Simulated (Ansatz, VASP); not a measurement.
# One calculation of BN, two programs

```xyz
4
Lattice="2.5158 0.0000 0.0000 -1.2579 2.1787 0.0000 0.0000 0.0000 4.2312" Properties=species:S:1:pos:R:3 pbc="T T T"
B     0.0000    1.4525   -0.0005
B     1.2579    0.7262    2.1152
N     0.0000    1.4525    1.5829
N     1.2579    0.7262    3.6985
```

Alike in both runs: task single point; functional PBE; k mesh 9 × 9 × 6; no spin polarisation.

```csv
,VASP,Ansatz
version,VASP 6.6.1,Ansatz 0.2.0
potentials or method,"VASP PAW PBE potentials, release 64 (B, N), cutoff 520 eV","scalar-relativistic, plane waves, PAW"
occupations,"gaussian, width 0.01 eV",fixed
valence electrons in the cell,16,16
```

Ansatz gave:

| Item | Value |
| --- | --- |
| gap on the k mesh at the Fermi level (eV) | 5.09 |
| least direct gap on the mesh (eV) | 8.17 |

Task: Which values does VASP return?

Result: gap on the k mesh at the Fermi level (eV): 5.08; least direct gap on the mesh (eV): 8.17.
